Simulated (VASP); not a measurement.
# SnO (Pmn2_1) in VASP: single point with r2SCAN

Aim: the single point of SnO with r2SCAN.

All numbers are computed with VASP 6.6.1; they aren't measurements. Logs are shortened: lines on timing, memory, paths and dates and some standing lists are left out, and cuts for length are marked.

### Step 1. The cell of the first run

The structure is orthorhombic, space group Pmn2_1 (No. 31). Conventional cell: a = 3.306 Å, b = 5.870 Å, c = 4.196 Å, α = 90.00°, β = 90.00°, γ = 90.00°. Sn (site symmetry m) has 3 O at 2.11 to 2.13 Å within 2.8 Å. O (site symmetry m) has 3 Sn at 2.11 to 2.13 Å within 2.8 Å.

### Step 2. Single point, r2SCAN

File POSCAR:

```
SnO
1.0
    3.3062091400      0.0000000000      0.0000000000
    0.0000000000      5.8704112816      0.0000000000
    0.0000000000      0.0000000000      4.1959164086
Sn O
2 2
Direct
    0.0000000000      0.2218139338      0.5091530939
    0.5000000000      0.7781860662      0.0091530939
    0.0000000000      0.9022398260      0.7408479061
    0.5000000000      0.0977601740      0.2408479061
```

File INCAR.step1:

```
SYSTEM = SnO
ALGO = Normal
EDIFF = 1E-4
ENCUT = 520
GGA = PE
ISMEAR = 0
LASPH = .True.
LCHARG = .False.
LREAL = .False.
LWAVE = .True.
NBANDS = 28
NELM = 100
PREC = Accurate
SIGMA = 0.1
```

File INCAR.step2:

```
SYSTEM = SnO
ALGO = Normal
EDIFF = 1E-6
ENCUT = 520
ISIF = 2
ISMEAR = 0
ISTART = 1
LASPH = .True.
LCHARG = .False.
LMIXTAU = .True.
LREAL = .False.
LWAVE = .False.
METAGGA = R2SCAN
NBANDS = 28
NELM = 100
PREC = Accurate
SIGMA = 0.1
```

File KPOINTS:

```
k-points
0
Gamma
  6 4 6
  0 0 0
```

Potentials or basis: VASP PAW PBE potentials, release 64 (Sn_d, O).

Command:

```bash
$ cat potpaw_PBE.64/Sn_d/POTCAR potpaw_PBE.64/O/POTCAR > POTCAR
$ cp INCAR.step1 INCAR
$ mpirun -np 1 vasp_std > vasp.out
$ cp INCAR.step2 INCAR
$ mpirun -np 1 vasp_std > vasp.out
```

OUTCAR:

```text
SYSTEM = SnO
   EDIFF = 1E-6
   ENCUT = 520
   ISIF = 2
   ISMEAR = 0
   ISTART = 1
   LASPH = .True.
   LREAL = .False.
   METAGGA = R2SCAN
   NELM = 100
   PREC = Accurate

 ion  position               nearest neighbor table
   1  0.000  0.222  0.509-   3 2.11   4 2.13   4 2.13   2 3.73   2 3.73   2 3.73   2 3.73
   2  0.500  0.778  0.009-   4 2.11   3 2.13   3 2.13   1 3.73   1 3.73   1 3.73   1 3.73
   3  0.000  0.902  0.741-   1 2.11   2 2.13   2 2.13
   4  0.500  0.098  0.241-   2 2.11   1 2.13   1 2.13

  LATTYP: Found a simple orthorhombic cell.
 ALAT       =     3.3062091400
 B/A-ratio  =     1.2691019324
 C/A-ratio  =     1.7755716693

  Lattice vectors:

 A1 = (  -3.3062091400,   0.0000000000,   0.0000000000)
 A2 = (   0.0000000000,   0.0000000000,   4.1959164086)
 A3 = (   0.0000000000,   5.8704112816,   0.0000000000)

Analysis of symmetry for initial positions (statically):
=====================================================================
 Subroutine PRICEL returns:
 Original cell was already a primitive cell.

 Routine SETGRP: Setting up the symmetry group for a
 simple orthorhombic supercell.

 Subroutine GETGRP returns: Found  4 space group operations
 (whereof  2 operations were pure point group operations)
 out of a pool of  8 trial point group operations.

The static configuration has the point symmetry C_1h.
 The point group associated with its full space group is C_2v.

Analysis of symmetry for dynamics (positions and initial velocities):
=====================================================================
 Subroutine PRICEL returns:
 Original cell was already a primitive cell.

 Routine SETGRP: Setting up the symmetry group for a
 simple orthorhombic supercell.

 Subroutine GETGRP returns: Found  4 space group operations
 (whereof  2 operations were pure point group operations)
 out of a pool of  8 trial point group operations.

The dynamic configuration has the point symmetry C_1h.
 The point group associated with its full space group is C_2v.

 Subroutine INISYM returns: Found  4 space group operations
 (whereof  2 operations are pure point group operations),
 and found     1 'primitive' translations

----------------------------------------------------------------------------------------

                                     Primitive cell

  volume of cell :      81.4377

  direct lattice vectors                    reciprocal lattice vectors
     3.306209140  0.000000000  0.000000000     0.302461205  0.000000000  0.000000000
     0.000000000  5.870411282  0.000000000     0.000000000  0.170345816  0.000000000
     0.000000000  0.000000000  4.195916409     0.000000000  0.000000000  0.238326960

  length of vectors
     3.306209140  5.870411282  4.195916409     0.302461205  0.170345816  0.238326960

  position of ions in fractional coordinates (direct lattice)
     0.000000000  0.221813934  0.509153094
     0.500000000  0.778186066  0.009153094
     0.000000000  0.902239826  0.740847906
     0.500000000  0.097760174  0.240847906

  ion indices of the primitive-cell ions
   primitive index   ion index
                 1           1
                 2           2
                 3           3
                 4           4

----------------------------------------------------------------------------------------

 KPOINTS: k-points

Automatic generation of k-mesh.
 Grid dimensions read from file:
 generate k-points for:    6    4    6

 Generating k-lattice:

  Cartesian coordinates                     Fractional coordinates (reciprocal lattice)
     0.050410201  0.000000000  0.000000000     0.166666667  0.000000000  0.000000000
     0.000000000  0.042586454  0.000000000     0.000000000  0.250000000  0.000000000
     0.000000000  0.000000000  0.039721160     0.000000000  0.000000000  0.166666667

  Length of vectors
     0.050410201  0.042586454  0.039721160

  Shift w.r.t. Gamma in fractional coordinates (k-lattice)
     0.000000000  0.000000000  0.000000000

 Subroutine IBZKPT returns following result:
 ===========================================

 Found     48 irreducible k-points:

 Following reciprocal coordinates:
            Coordinates               Weight
  0.000000  0.000000  0.000000      1.000000
  0.166667  0.000000  0.000000      2.000000
  0.333333  0.000000  0.000000      2.000000
  0.500000  0.000000  0.000000      1.000000
  0.000000  0.250000  0.000000      2.000000
  0.166667  0.250000  0.000000      4.000000
[... 16 lines left out ...]
  0.333333  0.500000  0.166667      4.000000
  0.500000  0.500000  0.166667      2.000000
 [... further k-points ...]
   k-points           NKPTS =     48   k-points in BZ     NKDIM =     48   number of bands    NBANDS=     28
   number of dos      NEDOS =    301   number of ions     NIONS =      4
   total plane-waves  NPLWV =  43008
   dimension x,y,z NGX =    28 NGY =   48 NGZ =   32
   dimension x,y,z NGXF=    56 NGYF=   96 NGZF=   64
   ions per type =               2   2
   NGX,Y,Z   is equivalent  to a cutoff of  14.08, 13.59, 12.68 a.u.
   NGXF,Y,Z  is equivalent  to a cutoff of  28.16, 27.19, 25.36 a.u.
 SYSTEM =  SnO
   PREC   = accura    normal or accurate (medium, high low for compatibility)
   ISTART =      1    job   : 0-new  1-cont  2-samecut
   ICHARG =      0    charge: 1-file 2-atom 10-const
   ISPIN  =      1    spin polarized calculation?
   LNONCOLLINEAR =      F non collinear calculations
   LSORBIT =      F    spin-orbit coupling
   LASPH  =      T    aspherical Exc in radial PAW
   ENCUT  =  520.0 eV  38.22 Ry    6.18 a.u.   6.15 10.92  7.80*2*pi/ulx,y,z
   NELM   =    100;   NELMIN=  2; NELMDL=  0     # of ELM steps
   EDIFF  = 0.1E-05   stopping-criterion for ELM
   LREAL  =      F    real-space projection
   EDIFFG = 0.1E-04   stopping-criterion for IOM
   NSW    =      0    number of steps for IOM
   IBRION =     -1    ionic relax: 0-MD 1-quasi-New 2-CG
   NFREE  =      0    steps in history (QN), initial steepest desc. (CG)
   ISIF   =      2    stress and relaxation
   ISYM   =      2    0-nonsym 1-usesym 2-fastsym
   POTIM  = 0.5000    time-step for ionic-motion
   TEBEG  =    0.0;   TEEND  =   0.0 temperature during run
   PSTRESS=    0.0 pullay stress
   NELECT =      40.0000    total number of electrons
   NUPDOWN=      -1.0000    fix difference up-down
   EMIN   =  10.00;   EMAX   =-10.00  energy-range for DOS
   EFERMI =   0.00;   METHOD = LEGACY
   ISMEAR =     0;   SIGMA  =   0.10  broadening in eV -4-tet -1-fermi 0-gaus
   EFERMI_NEDOS =   21; number of points for ismear=-14 and -15
   IALGO  =     38    algorithm
   IMIX   =      4    mixing-type and parameters
     AMIX     =   0.40;   BMIX     =  1.00
     AMIX_MAG =   1.60;   BMIX_MAG =  1.00
  volume/ion in A,a.u.               =      20.36       137.39
  Fermi-wavevector in a.u.,A,eV,Ry     =   1.291674  2.440910 22.700257  1.668422
  Thomas-Fermi vector in A             =   2.423429
   LORBIT       =      0    0 simple, 1 ext, 2 COOP (PROOUT), +10 PAW based schemes
   METAGGA = R2SCAN    functional components
   LHFCALC =     F    Hartree Fock is set to
   AEXX    =    0.0000 exact exchange contribution
   IVDW    =     0    specifies the selected vdW correction
   LEPSILON=     F    determine dielectric tensor
   LRPA    =     F    only Hartree local field effects (RPA)
 non-spin polarized calculation
 Gauss-broadening in eV      SIGMA  =   0.10
  energy-cutoff  :      520.00
  volume of cell :       81.44
 maximum number of plane-waves:      2212
 NGX is ok and might be reduce to    28
   NGX = 13   NGY = 21   NGZ = 15

 number of electron      40.0000020 magnetization

 Free energy of the ion-electron system (eV)
  ---------------------------------------------------
  ext. energy  EPLUGINS =         0.00000000
  ---------------------------------------------------
  free energy    TOTEN  =       -66.59943590 eV

  energy without entropy =      -66.59943590  energy(sigma->0) =      -66.59943590

 E-fermi :   4.9224     XC(G=0): -10.0120

 val. band max:        4.4925970874   @ k =   0.1667   0.0000   0.0000
 cond. band min:       6.6532813446   @ k =   0.0000   0.5000   0.3333
 fundamental gap:      2.1606842572
 Fermi energy:         4.9223982396

 k-point     1 :       0.0000    0.0000    0.0000
  band No.  band energies     occupation
      1     -17.5346      2.00000
      2     -17.0190      2.00000
      3     -16.8782      2.00000
      4     -16.8674      2.00000
      5     -16.8379      2.00000
      6     -16.8006      2.00000
[... 20 lines left out ...]
     27      13.7343      0.00000
     28      14.1465      0.00000

 k-point     2 :       0.1667    0.0000    0.0000
  band No.  band energies     occupation
      1     -17.5282      2.00000
      2     -17.0839      2.00000
      3     -16.9281      2.00000
      4     -16.8655      2.00000
      5     -16.8447      2.00000
      6     -16.7913      2.00000
[... 20 lines left out ...]
     27      13.8937      0.00000
     28      14.3574      0.00000

 k-point     3 :       0.3333    0.0000    0.0000
  band No.  band energies     occupation
      1     -17.5276      2.00000
      2     -17.3372      2.00000
      3     -16.8635      2.00000
      4     -16.8573      2.00000
      5     -16.8106      2.00000
      6     -16.7953      2.00000
[... 20 lines left out ...]
     27      13.4749      0.00000
     28      14.7688      0.00000

 k-point     4 :       0.5000    0.0000    0.0000
  band No.  band energies     occupation
      1     -17.4903      2.00000
      2     -17.4903      2.00000
      3     -16.8508      2.00000
      4     -16.8508      2.00000
      5     -16.7986      2.00000
      6     -16.7986      2.00000
[... 578 lines left out ...]
     27      14.5597      0.00000
     28      15.3362      0.00000

 k-point    23 :       0.3333    0.5000    0.1667
  band No.  band energies     occupation
      1     -17.5228      2.00000
      2     -17.3601      2.00000
      3     -16.8650      2.00000
      4     -16.8637      2.00000
      5     -16.8048      2.00000
      6     -16.7960      2.00000
[... 20 lines left out ...]
     27      14.5389      0.00000
     28      14.9165      0.00000

 k-point    24 :       0.5000    0.5000    0.1667
  band No.  band energies     occupation
      1     -17.4985      2.00000
      2     -17.4985      2.00000
      3     -16.8561      2.00000
      4     -16.8561      2.00000
      5     -16.7915      2.00000
      6     -16.7915      2.00000
[... 20 lines left out ...]
     27      14.2968      0.00000
     28      14.2968      0.00000

 [... further k-points ...]

------------------------ aborting loop because EDIFF is reached ----------------------------------------

  FORCE on cell =-STRESS in cart. coord.  units (eV):
  Direction    XX          YY          ZZ          XY          YZ          ZX
  --------------------------------------------------------------------------------------
  -------------------------------------------------------------------------------------
  Total        0.2486856      0.2421263      0.1797867      0.0000000      0.0000000      0.0000000
  in kB        4.8925531      4.7635074      3.5370598      0.0000000      0.0000000      0.0000000
  external PRESSURE =       4.3977068 kB  Pullay stress =       0.0000000 kB

 VOLUME and BASIS-vectors are now :
 -----------------------------------------------------------------------------
  energy-cutoff  :      520.00
  volume of cell :       81.44
      direct lattice vectors                 reciprocal lattice vectors
     3.306209140  0.000000000  0.000000000     0.302461205  0.000000000  0.000000000
     0.000000000  5.870411282  0.000000000     0.000000000  0.170345816  0.000000000
     0.000000000  0.000000000  4.195916409     0.000000000  0.000000000  0.238326960

 POSITION                                       TOTAL-FORCE (eV/Angst)
 -----------------------------------------------------------------------------------
      0.00000      1.30214      2.13636         0.000000      0.115218      0.003042
      1.65310      4.56827      0.03841         0.000000     -0.115218      0.003042
      0.00000      5.29652      3.10854         0.000000     -0.007513     -0.003042
      1.65310      0.57389      1.01058         0.000000      0.007513     -0.003042
 -----------------------------------------------------------------------------------
    total drift:                                0.000000      0.000000     -0.000538

  FREE ENERGIE OF THE ION-ELECTRON SYSTEM (eV)
  ---------------------------------------------------
  free  energy   TOTEN  =       -66.5994358985 eV

  energy  without entropy=      -66.5994358984  energy(sigma->0) =      -66.59943590
```

It took 5.7 min on 1 thread of Intel Xeon 6975P-C, shared host; peak memory 0.26 GiB.

What came out:

```yaml
Free_energy: -66.5994 eV
Pressure: 0.4 GPa
Largest_force: 0.115 eV/Å
Band_gap_on_the_k_mesh: 2.16 eV, indirect (least direct gap 2.83 eV)
```

Forces on the atoms (eV/Å):
```
Sn   0.000  0.115  0.003
Sn   0.000 -0.115  0.003
O    0.000 -0.008 -0.003
O    0.000  0.008 -0.003
```

Levels at points of the mesh, in eV from the valence-band top:
| k point | band 17 | band 18 | band 19 | band 20 | band 21 | band 22 | band 23 | band 24 |
| --- | --- | --- | --- | --- | --- | --- | --- | --- |
| (0.00, 0.00, 0.00) | -3.95 | -2.90 | -2.24 | -0.01 | 3.17 | 3.54 | 6.33 | 6.67 |
| (0.50, 0.00, 0.00) | -2.90 | -2.90 | -1.14 | -1.14 | 2.88 | 2.88 | 6.26 | 6.26 |
| (0.00, 0.50, 0.00) | -4.10 | -2.92 | -1.86 | -1.56 | 3.69 | 4.60 | 5.44 | 5.79 |
| (0.50, 0.50, 0.00) | -2.95 | -2.95 | -0.85 | -0.85 | 2.29 | 2.29 | 6.97 | 6.97 |
| (0.00, 0.00, 0.50) | -3.51 | -3.51 | -1.86 | -1.86 | 3.06 | 3.06 | 5.73 | 5.73 |
| (0.50, 0.00, 0.50) | -3.33 | -3.33 | -0.86 | -0.86 | 2.58 | 2.58 | 4.86 | 4.86 |
| (0.00, 0.50, 0.50) | -3.20 | -3.20 | -1.60 | -1.60 | 2.26 | 2.26 | 6.51 | 6.51 |
| (0.50, 0.50, 0.50) | -3.51 | -3.51 | -0.43 | -0.43 | 2.90 | 2.90 | 4.53 | 4.53 |

Caveat: the PAW data sets were made with another functional, which shifts forces and pressure a little; spin-orbit coupling is left out, which moves the levels of the heavy elements.
